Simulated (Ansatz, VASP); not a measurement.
## TePb: VASP beside Ansatz

INCAR

```
SYSTEM = TePb
PREC     = Accurate       ! precision mode
ENCUT    = 500            ! plane-wave cutoff, eV
EDIFF    = 1E-6           ! SCF threshold, eV
ISMEAR   = 0              ! smearing method
SIGMA    = 0.02           ! smearing width, eV
LREAL    = .False.        ! projectors in reciprocal space
LASPH    = .True.         ! aspherical terms in the spheres
NELM     = 120            ! most SCF steps
ALGO     = Normal         ! electronic algorithm
ISIF     = 2              ! what is computed and relaxed
LWAVE    = .False.        ! write WAVECAR
LCHARG   = .True.         ! write CHGCAR
GGA      = CA             ! functional
LELF     = .True.         ! ELF
LVHAR    = .True.       
NBANDS   = 17             ! bands
GGA_COMPAT= .False.
```

File KPOINTS:

```
regular mesh
0
Gamma
  10 10 10
  0 0 0
```

POSCAR

```
TePb
1.0
    0.0000000000      3.1904425253      3.1904425253
    3.1904425253      0.0000000000      3.1904425253
    3.1904425253      3.1904425253      0.0000000000
Pb Te
1 1
Direct
    0.0000000000      0.0000000000      0.0000000000
    0.5000000000      0.5000000000      0.5000000000
```

Input for Ansatz:

```yaml
crystal:
  lattice:
    - [0.0, 3.1904425253, 3.1904425253]
    - [3.1904425253, 0.0, 3.1904425253]
    - [3.1904425253, 3.1904425253, 0.0]
  atoms:
    - { symbol: Pb, position: [0.0, 0.0, 0.0] }
    - { symbol: Te, position: [0.5, 0.5, 0.5] }
basis:
  ecutwfc: 420
kpoints:
  mp_grid: { grid: [10, 10, 10] }
  band_path:
    path:
      - [[0.0, 0.0, 0.0], [0.5, 0.0, 0.5], [0.625, 0.25, 0.625]]
      - [[0.375, 0.375, 0.75], [0.0, 0.0, 0.0], [0.5, 0.5, 0.5], [0.5, 0.25, 0.75], [0.5, 0.0, 0.5]]
    npoints: 10
hamiltonian:
  xc: lda
  pseudopotentials: { kind: paw, azcp: { folder: soft_1 } }
scf:
  occupations: { method: gaussian, width: 0.02 }
  n_extra_bands: 7
output:
  forces: true
  stress: true
  eigenvalues: true
  write_density: true
  write_potential: true
  elf: true
  volumetric_format: npy
```

Alike in both runs: task single point; functional LDA; k mesh 10 × 10 × 10; occupations gaussian, width 0.02 eV; no spin polarisation.

|  | VASP | Ansatz |
| --- | --- | --- |
| version | VASP 6.6.1 | Ansatz 0.2.0 |
| potentials or method | VASP PAW LDA potentials, release 64 (Pb_d, Te), cutoff 500 eV | scalar-relativistic, plane waves, PAW |
| valence electrons in the cell | 20 | 30 |

VASP gave:

* gap on the k mesh at the Fermi level (eV): 0.55
* least direct gap on the mesh (eV): 0.55
* pressure (GPa): 0.1

Question: Estimate Ansatz's values.

Answer: gap on the k mesh at the Fermi level (eV): 0.58; least direct gap on the mesh (eV): 0.58; pressure (GPa): 0.0.

Ansatz warns that its potentials were made for another functional, while VASP's fit it. LDA's correlation is that of Perdew and Zunger in VASP and of Perdew and Wang (1992) in Ansatz. VASP's potentials hold 20 valence electrons a cell and Ansatz's 30, so a difference there can come from the potentials and not from the codes.

Spin-orbit coupling is off throughout.
